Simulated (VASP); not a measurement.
A run of VASP 6.6.1:

File INCAR:

```
SYSTEM = Li
PREC = Accurate ; ENCUT = 520
EDIFF = 1E-7 ; ISMEAR = -1
SIGMA = 0.05 ; LREAL = Auto
LASPH = .True. ; NELM = 100
ALGO = Normal ; ISIF = 2
LWAVE = .False. ; LCHARG = .True.
GGA = PE ; LELF = .True.
LVHAR = .True. ; NBANDS = 40
```

Contents of KPOINTS:

```
regular mesh
0
Gamma
  3 3 3
  0 0 0
```

File POSCAR:

```
Li
1.0
    6.9800000000      0.0000000000      0.0000000000
    0.0000000000      6.9800000000      0.0000000000
    0.0000000000      0.0000000000      6.9800000000
Li
17
Direct
    0.0567588825      0.0032457020     -0.0417005731
    0.4906793696     -0.0516448424     -0.0366340974
    0.0002736390      0.4488962751      0.0095085960
    0.0142936963     -0.0093183381      0.4952391117
    0.2781568768      0.2303961318      0.2422402579
    0.5110832378      0.4835306590     -0.0058081662
    0.5129511461     -0.0240565903      0.4887382521
    0.6514008596      0.3670998567      0.3759722063
    0.0197481375      0.4625906877      0.4882223496
    0.2450697708      0.7328653295      0.2329869628
    0.2907164756      0.2450193410      0.7257567335
    0.4491763610      0.5847676218      0.5533461318
    0.7803210602      0.7282616046      0.2336282235
    0.7518157593      0.2324207736      0.7453492837
    0.1996616046      0.7151308023      0.7749359599
    0.7774495702      0.7306379656      0.7497700573
    0.7842378223      0.1229454155      0.1634945559
```

Potentials or basis: VASP PAW PBE potentials, release 64 (Li_sv).

The run is started by

```console
$ cat potpaw_PBE.64/Li_sv/POTCAR > POTCAR
$ mpirun -np 1 vasp_std > vasp.out
```

Hardware: 1 thread of Intel(R) Xeon(R) 6975P-C (Granite Rapids), with other jobs on the host.

Problem. How long does it take, and how much memory?

Solution. Run time: 3.1 min on 1 thread of Intel(R) Xeon(R) 6975P-C (Granite Rapids), with other jobs on the host, peak memory 0.4 GiB. Counts: scf iterations 15, k points 14.
